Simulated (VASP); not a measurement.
# C (P4/mmm) in VASP: settings compared, part 2 of 2

VASP 6.6.1.

**5. Relaxation of cell and atoms, B3LYP**

This run uses another cell than the first one, of 23.22 Å³/atom.

POSCAR reads:

```
C
1.0
    4.2551700000      0.0000000000      0.0000000000
    0.0000000000      4.2551700000      0.0000000000
    0.0000000000      0.0000000000      1.2822900000
C
1
Direct
    0.5000000000      0.5000000000      0.5000000000
```

INCAR.step1 reads:

```
ALGO     = Normal         # electronic algorithm
EDIFF    = 1E-5           # SCF threshold, eV
ENCUT    = 600            # plane-wave cutoff, eV
GGA      = PE             # functional
ISMEAR   = -1             # smearing method
LASPH    = True           # aspherical terms in the spheres
LCHARG   = False          # write CHGCAR
LREAL    = False          # projectors in reciprocal space
LWAVE    = True           # write WAVECAR
NBANDS   = 8              # bands
NELM     = 100            # most SCF steps
PREC     = Accurate       # precision mode
SIGMA    = 0.05           # smearing width, eV
```

INCAR.step2 reads:

```
AEXX     = 0.2            # exact-exchange fraction
AGGAC    = 0.81         
AGGAX    = 0.72         
ALDAC    = 0.19         
ALGO     = Normal         # electronic algorithm
EDIFF    = 1E-7           # SCF threshold, eV
EDIFFG   = -0.01          # ionic threshold
ENCUT    = 600            # plane-wave cutoff, eV
GGA      = B3             # functional
IBRION   = 2              # ionic algorithm
ISIF     = 3              # what is computed and relaxed
ISMEAR   = -1             # smearing method
ISTART   = 1            
LASPH    = True           # aspherical terms in the spheres
LCHARG   = False          # write CHGCAR
LHFCALC  = True           # exact exchange
LREAL    = False          # projectors in reciprocal space
LWAVE    = False          # write WAVECAR
NELM     = 100            # most SCF steps
NSW      = 60             # ionic steps
PREC     = Accurate       # precision mode
PRECFOCK = Normal       
SIGMA    = 0.05           # smearing width, eV
```

KPOINTS reads:

```
k-points
0
Gamma
  3 3 10
```

Potentials or basis: VASP PAW PBE potentials, release 64 (C).

Started as:

```sh
> cat potpaw_PBE.64/C/POTCAR > POTCAR
> cp INCAR.step1 INCAR
> mpirun -np 1 vasp_std > vasp.out
> cp INCAR.step2 INCAR
> mpirun -np 1 vasp_std > vasp.out
```

OUTCAR:

```text
AEXX = 0.2
   EDIFF = 1E-7
   EDIFFG = -0.01
   ENCUT = 600
   GGA = B3
   IBRION = 2
   ISIF = 3
   ISMEAR = -1
   ISTART = 1
   LASPH = True
   LHFCALC = True
   LREAL = False
   NELM = 100
   NSW = 60
   PREC = Accurate
   PRECFOCK = Normal

 ion  position               nearest neighbor table
   1  0.500  0.500  0.500-

  LATTYP: Found a simple tetragonal cell.
 ALAT       =     4.2551700000
 C/A-ratio  =     0.3013487123

  Lattice vectors:

 A1 = (   4.2551700000,   0.0000000000,   0.0000000000)
 A2 = (   0.0000000000,   4.2551700000,   0.0000000000)
[... 179 lines left out ...]

  FORCE on cell =-STRESS in cart. coord.  units (eV):
  Direction    XX          YY          ZZ          XY          YZ          ZX
  --------------------------------------------------------------------------------------
  -------------------------------------------------------------------------------------
  Total        0.0051526      0.0051526     -1.3485167      0.0000000     -0.0000000      0.0000000
  in kB        0.3555650      0.3555650    -93.0565263      0.0000000     -0.0000000      0.0000000
  external PRESSURE =     -30.7817988 kB  Pullay stress =       0.0000000 kB
[... 197 lines left out ...]
--------------------------------------- Ionic step        7  -------------------------------------------

 number of electron       4.0000000 magnetization

 Free energy of the ion-electron system (eV)
  ---------------------------------------------------
  ext. energy  EPLUGINS =         0.00000000
  ---------------------------------------------------
  free energy    TOTEN  =        -9.52303054 eV

  energy without entropy =       -9.52303054  energy(sigma->0) =       -9.52303054

 E-fermi :  -2.8239     XC(G=0):  -4.8934

 val. band max:       -4.0549229867   @ k =   0.3333   0.0000   0.2000
 cond. band min:       1.1403778581   @ k =   0.3333   0.0000   0.3000
 fundamental gap:      5.1953008447
 Fermi energy:        -2.8238837627

 k-point     1 :       0.0000    0.0000    0.0000
  band No.  band energies     occupation
      1     -20.2227      2.00000
      2      -8.1206      2.00000
      3      -8.1206      2.00000
      4       2.5192      0.00000
      5       6.9020      0.00000
      6      11.5461      0.00000
[... 179 lines left out ...]
  FREE ENERGIE OF THE ION-ELECTRON SYSTEM (eV)
  ---------------------------------------------------
  free  energy   TOTEN  =        -9.5230305416 eV

  energy  without entropy=       -9.5230305416  energy(sigma->0) =       -9.52303054

 reached required accuracy - stopping structural energy minimisation
```

OUTCAR.step1:

```text
EDIFF = 1E-5
   ENCUT = 600
   GGA = PE
   ISMEAR = -1
   LASPH = True
[... 405 lines left out ...]

 POSITION                                       TOTAL-FORCE (eV/Angst)
 -----------------------------------------------------------------------------------
      2.12758      2.12758      0.64114         0.000000      0.000000      0.000000
 -----------------------------------------------------------------------------------
    total drift:                                0.000000      0.000000     -0.000000

  FREE ENERGIE OF THE ION-ELECTRON SYSTEM (eV)
  ---------------------------------------------------
  free  energy   TOTEN  =        -8.3939865832 eV

  energy  without entropy=       -8.3939865832  energy(sigma->0) =       -8.39398658
```

OSZICAR.step1:

```text
N       E                     dE             d eps       ncg     rms          rms(c)
DAV:   1     0.862003928719E+00    0.86200E+00   -0.25528E+03   296   0.457E+02
DAV:   2    -0.908126114125E+01   -0.99433E+01   -0.97738E+01   360   0.650E+01
DAV:   3    -0.923843986033E+01   -0.15718E+00   -0.15718E+00   400   0.875E+00
DAV:   4    -0.923881597068E+01   -0.37611E-03   -0.37611E-03   424   0.426E-01
DAV:   5    -0.923881616223E+01   -0.19155E-06   -0.19155E-06   416   0.829E-03    0.491E+00
DAV:   6    -0.857080897451E+01    0.66801E+00   -0.92701E-01   336   0.456E+00    0.270E+00
DAV:   7    -0.839243308781E+01    0.17838E+00   -0.73588E-01   352   0.398E+00    0.874E-01
DAV:   8    -0.839423285359E+01   -0.17998E-02   -0.79644E-03   328   0.594E-01    0.120E-01
DAV:   9    -0.839391874555E+01    0.31411E-03   -0.79965E-04   344   0.136E-01    0.754E-02
DAV:  10    -0.839400431854E+01   -0.85573E-04   -0.75730E-04   288   0.132E-01    0.553E-02
DAV:  11    -0.839398733884E+01    0.16980E-04   -0.69113E-05   384   0.406E-02    0.416E-03
DAV:  12    -0.839398658321E+01    0.75563E-06   -0.26967E-06   288   0.134E-02
   1 F= -.83939866E+01 E0= -.83939866E+01  d E =-.296305E-10
```

Run time: 7.8 min. Hardware: 1 thread of Intel Xeon 8259CL, shared host; peak memory 0.13 GiB.

Results:

- Free energy: -9.5230 eV
- Relaxed volume: 22.98 Å³/atom
- Relaxed cell: a = 4.256 Å, b = 4.256 Å, c = 1.269 Å, α = 90.00°, β = 90.00°, γ = 90.00°
- Space group after relaxing (to 0.1 Å): P4/mmm (No. 123)
- Energy gained by relaxing: 7.2 meV/atom
- Ionic steps: 7
- Pressure after relaxing: 0.0 GPa
- Band gap on the k mesh: zero (bands 2 and 3 overlap by 17.14 eV)

The path:
| step | energy change (eV) | largest force (eV/Å) | pressure (GPa) | volume (Å³) |
| --- | --- | --- | --- | --- |
| 1 | 0.0000 | 0.0000 | -3.08 | 23.22 |
| 2 | 0.2184 | 0.0000 | 20.26 | 21.72 |
| 3 | -0.0071 | 0.0000 | -0.26 | 23.00 |
| 4 | -0.0072 | 0.0000 | -0.02 | 22.98 |
| 5 | -0.0072 | 0.0000 | 0.05 | 22.97 |
| 6 | -0.0072 | 0.0000 | -0.08 | 22.99 |
| 7 | -0.0072 | 0.0000 | -0.01 | 22.98 |

Final structure:
```
CELL_PARAMETERS angstrom
4.25563 0.00000 0.00000
0.00000 4.25563 0.00000
0.00000 0.00000 1.26884
ATOMIC_POSITIONS crystal
C 0.50000 0.50000 0.50000
```

Caveat: the k points lie up to 0.50 Å⁻¹ apart in the final cell, too coarse for converged energies and pressures of a metal; the PAW data sets were made with another functional, which shifts forces and pressure a little.

**6. The runs side by side**

| task | level | cell | cutoff (eV) | share of exact exchange | gap on the mesh (eV) | pressure (GPa) | relaxed volume (Å³/atom) |
| --- | --- | --- | --- | --- | --- | --- | --- |
| single point | B3LYP | a = 4.760, b = 4.760, c = 1.270 Å, 1 atom | 520 | 0.2 | none | -0.1 | - |
| relaxation of cell and atoms | PBE0 | relaxed from a = 4.255, b = 4.255, c = 1.282 Å, 1 atom | 600 | 0.25 | none | 0.0 | 20.43 |
| relaxation of cell and atoms | PBEsol-based global hybrid with 25 % exact exchange | relaxed from a = 4.255, b = 4.255, c = 1.282 Å, 1 atom | 600 | 0.25 | none | -0.1 | 19.26 |
| relaxation of cell and atoms | B3LYP | relaxed from a = 4.255, b = 4.255, c = 1.282 Å, 1 atom | 600 | 0.2 | none | 0.0 | 22.98 |

Alike in all rows: potentials or basis VASP PAW PBE potentials, release 64 (C); no spin polarisation; k mesh 3 × 3 × 10; smearing fermi-dirac 0.05 eV.

Caveats: all runs use coarse meshes; the PAW data sets were made with another functional, which shifts forces and pressure a little; the volume moved by over 15 % at a fixed basis, so the end points are rough (at least some runs).

Absolute energies hang on the potentials; compare differences alone.

The gap in the log of VASP goes by the Fermi energy; the results here count the filled bands.